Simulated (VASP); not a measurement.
Set up this calculation in VASP 6.6.1, as the native input.

| Item | Value |
| --- | --- |
| Task | single point |
| Functional | PBEsol |
| Potentials or basis | VASP PAW PBE potentials, release 64 (Zr_sv) |
| Cutoff | 520 eV |
| k mesh | 9 × 9 × 5 |
| Occupations | fermi-dirac, width 0.05 eV |
| Spin | no spin polarisation |
| Hubbard terms | Zr d U = 6.0 eV |
| Dipole correction | no |
| Further INCAR settings | ALGO = Fast; EDIFF = 1e-06; NBANDS = 19 |

The structure of Zr lies in POSCAR:

```
Zr
1.0
    3.2320000000      0.0000000000      0.0000000000
   -1.6160000000      2.7989941050      0.0000000000
    0.0000000000      0.0000000000      5.1470000000
Zr
2
Direct
    0.6666666667      0.3333333333      0.7500000000
    0.3333333333      0.6666666667      0.2500000000
```

One way to write it, as run:

INCAR

```
SYSTEM = Zr
  PREC = Accurate
  ENCUT = 520
  EDIFF = 1E-6
  ISMEAR = -1
  SIGMA = 0.05
  LREAL = .FALSE.
  LASPH = .TRUE.
  NELM = 150
  ALGO = Fast
  ISIF = 2
  LWAVE = .FALSE.
  LCHARG = .FALSE.
  LMAXMIX = 4
  LDAU = .TRUE.
  LDAUTYPE = 2
  LDAUL = 2
  LDAUU = 6
  LDAUJ = 0
  LDAUPRINT = 1
  GGA = PS
  NBANDS = 19
```

KPOINTS

```
Automatic mesh
0
G
  9 9 5
  0 0 0
```

Potentials or basis: VASP PAW PBE potentials, release 64 (Zr_sv).

Run with:

```sh
$ cat potpaw_PBE.64/Zr_sv/POTCAR > POTCAR
$ mpirun -np 1 vasp_std > vasp.out
```

Results of the run:

```json
{
 "Pressure": "13.2 GPa",
 "Band gap on the k mesh": "zero (band 12 reaches 11.01 eV, above the bottom of band 13 at 9.45 eV)"
}
```

Caveat: the PAW data sets were made with another functional, which shifts forces and pressure a little; U without spin polarisation on a metal has little footing; the U is typed as a test and isn't derived for this compound.

Run time: 17 s on 1 thread of Intel(R) Xeon(R) 6975P-C (Granite Rapids), on a shared host, peak memory 0.16 GiB.
